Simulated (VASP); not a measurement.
# Ti (Fm-3m) in VASP: notebook

Ti is run at these levels: PBEsol; tasks: single point.

All numbers are computed with VASP 6.6.1; they aren't measurements. Logs are shortened: lines on timing, memory, paths and dates and some standing lists are left out, and cuts for length are marked.

### Step 1. The cell of the first run

Symmetry: Fm-3m, No. 225, cubic system. Conventional cell: a = 3.222 Å, b = 3.222 Å, c = 3.222 Å, α = 90.00°, β = 90.00°, γ = 90.00°. Ti (site symmetry m-3m) has 12 Ti at 2.28 Å within 3.0 Å.

### Step 2. Single point, PBEsol (volume scaled by 0.5)

INCAR

```
PREC     = Accurate       # precision mode
ENCUT    = 520            # plane-wave cutoff, eV
EDIFF    = 1E-6           # SCF threshold, eV
ISMEAR   = -1             # smearing method
SIGMA    = 0.1            # smearing width, eV
LREAL    = F              # projectors in reciprocal space
LASPH    = T              # aspherical terms in the spheres
NELM     = 80             # most SCF steps
ALGO     = Normal         # electronic algorithm
ISIF     = 2              # what is computed and relaxed
LWAVE    = F              # write WAVECAR
LCHARG   = F              # write CHGCAR
GGA      = PS             # functional
NBANDS   = 12             # bands
```

KPOINTS

```
Automatic mesh
0
Gamma
  16 16 16
```

POSCAR

```
Ti
1.0
    0.0000000000      1.6109056404      1.6109056404
    1.6109056404      0.0000000000      1.6109056404
    1.6109056404      1.6109056404      0.0000000000
Ti
1
Direct
    0.0000000000      0.0000000000      0.0000000000
```

Potentials or basis: VASP PAW PBE potentials, release 64 (Ti_sv).

On the command line:

```bash
cat potpaw_PBE.64/Ti_sv/POTCAR > POTCAR
mpirun -np 1 vasp_std > vasp.out
```

OUTCAR:

```text
PREC = Accurate
   ENCUT = 520
   EDIFF = 1E-6
   ISMEAR = -1
   LREAL = F
   LASPH = T
   NELM = 80
   ISIF = 2
   GGA = PS

 ion  position               nearest neighbor table
   1  0.000  0.000  0.000-

  LATTYP: Found a face centered cubic cell.
 ALAT       =     3.2218112808

  Lattice vectors:

 A1 = (   0.0000000000,   1.6109056404,   1.6109056404)
 A2 = (   1.6109056404,   0.0000000000,   1.6109056404)
 A3 = (   1.6109056404,   1.6109056404,   0.0000000000)

Analysis of symmetry for initial positions (statically):
=====================================================================
 Subroutine PRICEL returns:
 Original cell was already a primitive cell.

 Routine SETGRP: Setting up the symmetry group for a
 face centered cubic supercell.

 Subroutine GETGRP returns: Found 48 space group operations
 (whereof 48 operations were pure point group operations)
 out of a pool of 48 trial point group operations.

The static configuration has the point symmetry O_h .

Analysis of symmetry for dynamics (positions and initial velocities):
=====================================================================
 Subroutine PRICEL returns:
 Original cell was already a primitive cell.

 Routine SETGRP: Setting up the symmetry group for a
 face centered cubic supercell.

 Subroutine GETGRP returns: Found 48 space group operations
 (whereof 48 operations were pure point group operations)
 out of a pool of 48 trial point group operations.

The dynamic configuration has the point symmetry O_h .

 Subroutine INISYM returns: Found 48 space group operations
 (whereof 48 operations are pure point group operations),
 and found     1 'primitive' translations

----------------------------------------------------------------------------------------

                                     Primitive cell

  volume of cell :       8.3607

  direct lattice vectors                    reciprocal lattice vectors
     0.000000000  1.610905640  1.610905640    -0.310384412  0.310384412  0.310384412
     1.610905640  0.000000000  1.610905640     0.310384412 -0.310384412  0.310384412
     1.610905640  1.610905640  0.000000000     0.310384412  0.310384412 -0.310384412

  length of vectors
     2.278164604  2.278164604  2.278164604     0.537601571  0.537601571  0.537601571

  position of ions in fractional coordinates (direct lattice)
     0.000000000  0.000000000  0.000000000

  ion indices of the primitive-cell ions
   primitive index   ion index
                 1           1

----------------------------------------------------------------------------------------

 KPOINTS: Automatic mesh

Automatic generation of k-mesh.
 Grid dimensions read from file:
 generate k-points for:   16   16   16

 Generating k-lattice:

  Cartesian coordinates                     Fractional coordinates (reciprocal lattice)
    -0.019399026  0.019399026  0.019399026     0.062500000  0.000000000  0.000000000
     0.019399026 -0.019399026  0.019399026     0.000000000  0.062500000  0.000000000
     0.019399026  0.019399026 -0.019399026     0.000000000  0.000000000  0.062500000

  Length of vectors
     0.033600098  0.033600098  0.033600098

  Shift w.r.t. Gamma in fractional coordinates (k-lattice)
     0.000000000  0.000000000  0.000000000

 Subroutine IBZKPT returns following result:
 ===========================================

 Found    145 irreducible k-points:

 Following reciprocal coordinates:
            Coordinates               Weight
  0.000000  0.000000  0.000000      1.000000
  0.062500  0.000000  0.000000      8.000000
  0.125000  0.000000  0.000000      8.000000
  0.187500  0.000000  0.000000      8.000000
  0.250000  0.000000  0.000000      8.000000
  0.312500  0.000000  0.000000      8.000000
[... 16 lines left out ...]
 -0.125000  0.062500  0.000000     24.000000
 -0.062500  0.062500  0.000000     12.000000
 [... further k-points ...]
   k-points           NKPTS =    145   k-points in BZ     NKDIM =    145   number of bands    NBANDS=     12
   number of dos      NEDOS =    301   number of ions     NIONS =      1
   total plane-waves  NPLWV =   5832
   dimension x,y,z NGX =    18 NGY =   18 NGZ =   18
   dimension x,y,z NGXF=    36 NGYF=   36 NGZF=   36
   ions per type =               1
   NGX,Y,Z   is equivalent  to a cutoff of  13.14, 13.14, 13.14 a.u.
   NGXF,Y,Z  is equivalent  to a cutoff of  26.27, 26.27, 26.27 a.u.
 SYSTEM =  unknown system
   PREC   = accura    normal or accurate (medium, high low for compatibility)
   ISTART =      0    job   : 0-new  1-cont  2-samecut
   ICHARG =      2    charge: 1-file 2-atom 10-const
   ISPIN  =      1    spin polarized calculation?
   LNONCOLLINEAR =      F non collinear calculations
   LSORBIT =      F    spin-orbit coupling
   LASPH  =      T    aspherical Exc in radial PAW
   ENCUT  =  520.0 eV  38.22 Ry    6.18 a.u.   4.24  4.24  4.24*2*pi/ulx,y,z
   NELM   =     80;   NELMIN=  2; NELMDL= -5     # of ELM steps
   EDIFF  = 0.1E-05   stopping-criterion for ELM
   LREAL  =      F    real-space projection
   EDIFFG = 0.1E-04   stopping-criterion for IOM
   NSW    =      0    number of steps for IOM
   IBRION =     -1    ionic relax: 0-MD 1-quasi-New 2-CG
   NFREE  =      0    steps in history (QN), initial steepest desc. (CG)
   ISIF   =      2    stress and relaxation
   ISYM   =      2    0-nonsym 1-usesym 2-fastsym
   POTIM  = 0.5000    time-step for ionic-motion
   TEBEG  =    0.0;   TEEND  =   0.0 temperature during run
   PSTRESS=    0.0 pullay stress
   NELECT =      12.0000    total number of electrons
   NUPDOWN=      -1.0000    fix difference up-down
   EMIN   =  10.00;   EMAX   =-10.00  energy-range for DOS
   EFERMI =   0.00;   METHOD = LEGACY
   ISMEAR =    -1;   SIGMA  =   0.10  broadening in eV -4-tet -1-fermi 0-gaus
   EFERMI_NEDOS =   21; number of points for ismear=-14 and -15
   IALGO  =     38    algorithm
   IMIX   =      4    mixing-type and parameters
     AMIX     =   0.40;   BMIX     =  1.00
     AMIX_MAG =   1.60;   BMIX_MAG =  1.00
  volume/ion in A,a.u.               =       8.36        56.42
  Fermi-wavevector in a.u.,A,eV,Ry     =   1.846667  3.489694 46.398279  3.410177
  Thomas-Fermi vector in A             =   2.897665
   LORBIT       =      0    0 simple, 1 ext, 2 COOP (PROOUT), +10 PAW based schemes
   GGA     = PS    functional components
   LHFCALC =     F    Hartree Fock is set to
   AEXX    =    0.0000 exact exchange contribution
   IVDW    =     0    specifies the selected vdW correction
   LEPSILON=     F    determine dielectric tensor
   LRPA    =     F    only Hartree local field effects (RPA)
 non-spin polarized calculation
  energy-cutoff  :      520.00
  volume of cell :        8.36
 maximum number of plane-waves:       235
 NGX is ok and might be reduce to    18
   NGX =  9   NGY =  9   NGZ =  9

 number of electron      12.0000003 magnetization

 Free energy of the ion-electron system (eV)
  ---------------------------------------------------
  ext. energy  EPLUGINS =         0.00000000
  ---------------------------------------------------
  free energy    TOTEN  =        -4.63245505 eV

  energy without entropy =       -4.61351533  energy(sigma->0) =       -4.62298519

 E-fermi :  18.4899     XC(G=0): -15.6392

 val. band max:       18.4797834423   @ k =   0.4375   0.2500   0.1250
 cond. band min:      18.5117875542   @ k =  -0.3125   0.3750   0.1875
 fundamental gap:      0.0320041118
 Fermi energy:        18.4899499302

 k-point     1 :       0.0000    0.0000    0.0000
  band No.  band energies     occupation
      1     -38.6644      2.00000
      2     -11.4923      2.00000
      3     -11.4923      2.00000
      4     -11.4923      2.00000
      5      12.6390      2.00000
      6      19.0857      0.00516
      7      19.0857      0.00516
      8      19.0857      0.00516
      9      23.2162      0.00000
     10      23.2162      0.00000
     11      37.7900      0.00000
     12      46.5468      0.00000

 k-point     2 :       0.0625    0.0000    0.0000
  band No.  band energies     occupation
      1     -38.6086      2.00000
      2     -11.7187      2.00000
      3     -11.5162      2.00000
      4     -11.5162      2.00000
      5      12.9233      2.00000
      6      18.9056      0.03084
      7      19.2010      0.00163
      8      19.2010      0.00163
      9      23.1145      0.00000
     10      23.1145      0.00000
     11      38.2500      0.00000
     12      45.2352      0.00000

 k-point     3 :       0.1250    0.0000    0.0000
  band No.  band energies     occupation
      1     -38.4467      2.00000
      2     -12.3467      2.00000
      3     -11.5838      2.00000
      4     -11.5838      2.00000
      5      13.6653      2.00000
      6      18.5163      0.86905
      7      19.4846      0.00010
      8      19.4846      0.00010
      9      22.9027      0.00000
     10      22.9027      0.00000
     11      39.4343      0.00000
     12      43.0323      0.00000
[... 286 lines left out ...]
 k-point    23 :      -0.1250    0.0625    0.0000
  band No.  band energies     occupation
      1     -38.3258      2.00000
      2     -12.7049      2.00000
      3     -11.7904      2.00000
      4     -11.5662      2.00000
      5      14.1836      2.00000
      6      18.1610      1.92814
      7      19.6737      0.00001
      8      19.7558      0.00001
      9      22.3221      0.00000
     10      23.3079      0.00000
     11      40.2439      0.00000
     12      42.2948      0.00000

 k-point    24 :      -0.0625    0.0625    0.0000
  band No.  band energies     occupation
      1     -38.5174      2.00000
      2     -12.0291      2.00000
      3     -11.6421      2.00000
      4     -11.5165      2.00000
      5      13.3670      2.00000
      6      18.5854      0.55593
      7      19.3493      0.00037
      8      19.4668      0.00011
      9      22.7338      0.00000
     10      23.2118      0.00000
     11      38.9648      0.00000
     12      44.0500      0.00000

 [... further k-points ...]

------------------------ aborting loop because EDIFF is reached ----------------------------------------

  FORCE on cell =-STRESS in cart. coord.  units (eV):
  Direction    XX          YY          ZZ          XY          YZ          ZX
  --------------------------------------------------------------------------------------
  -------------------------------------------------------------------------------------
  Total       12.0214424     12.0214424     12.0214424      0.0000000     -0.0000000      0.0000000
  in kB     2303.7049661   2303.7049661   2303.7049661      0.0000000     -0.0000000      0.0000000
  external PRESSURE =    2303.7049661 kB  Pullay stress =       0.0000000 kB

 VOLUME and BASIS-vectors are now :
 -----------------------------------------------------------------------------
  energy-cutoff  :      520.00
  volume of cell :        8.36
      direct lattice vectors                 reciprocal lattice vectors
     0.000000000  1.610905640  1.610905640    -0.310384412  0.310384412  0.310384412
     1.610905640  0.000000000  1.610905640     0.310384412 -0.310384412  0.310384412
     1.610905640  1.610905640  0.000000000     0.310384412  0.310384412 -0.310384412

 POSITION                                       TOTAL-FORCE (eV/Angst)
 -----------------------------------------------------------------------------------
      0.00000      0.00000      0.00000         0.000000      0.000000     -0.000000
 -----------------------------------------------------------------------------------
    total drift:                                0.000000      0.000000     -0.000000

  FREE ENERGIE OF THE ION-ELECTRON SYSTEM (eV)
  ---------------------------------------------------
  free  energy   TOTEN  =        -4.6324550527 eV

  energy  without entropy=       -4.6135153289  energy(sigma->0) =       -4.62298519
```

Run time: 20 s. Hardware: 1 thread of Intel Xeon 8259CL, shared host; peak memory 0.13 GiB.

What came out:

- Free energy: -4.6325 eV
- Pressure: 230.4 GPa
- Band gap on the k mesh: zero (band 6 reaches 19.35 eV, above the bottom of band 7 at 17.79 eV)

Levels at points of the mesh, in eV from the Fermi level:
| k point | band 3 | band 4 | band 5 | band 6 | band 7 | band 8 | band 9 | band 10 |
| --- | --- | --- | --- | --- | --- | --- | --- | --- |
| (0.00, 0.00, 0.00) | -29.98 | -29.98 | -5.85 | 0.60 | 0.60 | 0.60 | 4.73 | 4.73 |
| (0.50, 0.00, 0.00) | -30.58 | -30.58 | -4.87 | 0.17 | 0.17 | 5.73 | 7.58 | 7.58 |
| (0.50, 0.50, 0.00) | -31.74 | -31.74 | -6.76 | -5.42 | 7.56 | 8.38 | 8.38 | 10.27 |

Caveat: the PAW data sets were made with another functional, which shifts forces and pressure a little.

### Step 3. Single point, PBEsol (volume scaled by 0.58)

INCAR

```
SYSTEM = Ti
  ALGO = Normal
  EDIFF = 1E-6
  ENCUT = 520
  GGA = PS
  ISIF = 2
  ISMEAR = -1
  LASPH = .True.
  LCHARG = .False.
  LREAL = .False.
  LWAVE = .False.
  NBANDS = 12
  NELM = 100
  PREC = Accurate
  SIGMA = 0.1
```

KPOINTS

```
k-points
0
Gamma
  16 16 16
  0 0 0
```

POSCAR

```
Ti
1.0
    0.0000000000      1.6926068672      1.6926068672
    1.6926068672      0.0000000000      1.6926068672
    1.6926068672      1.6926068672      0.0000000000
Ti
1
Direct
    0.0000000000      0.0000000000      0.0000000000
```

Potentials or basis: VASP PAW PBE potentials, release 64 (Ti_sv).

On the command line:

```bash
cat potpaw_PBE.64/Ti_sv/POTCAR > POTCAR
mpirun -np 1 vasp_std > vasp.out
```

Wall time 18 s (1 thread of Intel Xeon 8259CL, shared host); peak memory 0.13 GiB.

Results (log left out):

```yaml
Free_energy: -6.1609 eV
Pressure: 143.2 GPa
Band_gap_on_the_k_mesh: zero (band 6 reaches 16.94 eV, above the bottom of band 7 at 15.16 eV)
```

Levels at points of the mesh, in eV from the Fermi level:
| k point | band 2 | band 3 | band 4 | band 5 | band 6 | band 7 | band 8 | band 9 | band 10 | band 11 |
| --- | --- | --- | --- | --- | --- | --- | --- | --- | --- | --- |
| (0.00, 0.00, 0.00) | -30.54 | -30.54 | -30.54 | -6.44 | 0.81 | 0.81 | 0.81 | 4.28 | 4.28 | 18.50 |
| (0.50, 0.00, 0.00) | -34.23 | -30.96 | -30.96 | -4.32 | 0.47 | 0.47 | 4.01 | 6.65 | 6.65 | 16.59 |
| (0.50, 0.50, 0.00) | -33.91 | -31.77 | -31.77 | -5.61 | -4.34 | 6.63 | 7.30 | 7.30 | 7.87 | 18.92 |

Caveat: the PAW data sets were made with another functional, which shifts forces and pressure a little.

(Continued in part 2 of 3.)
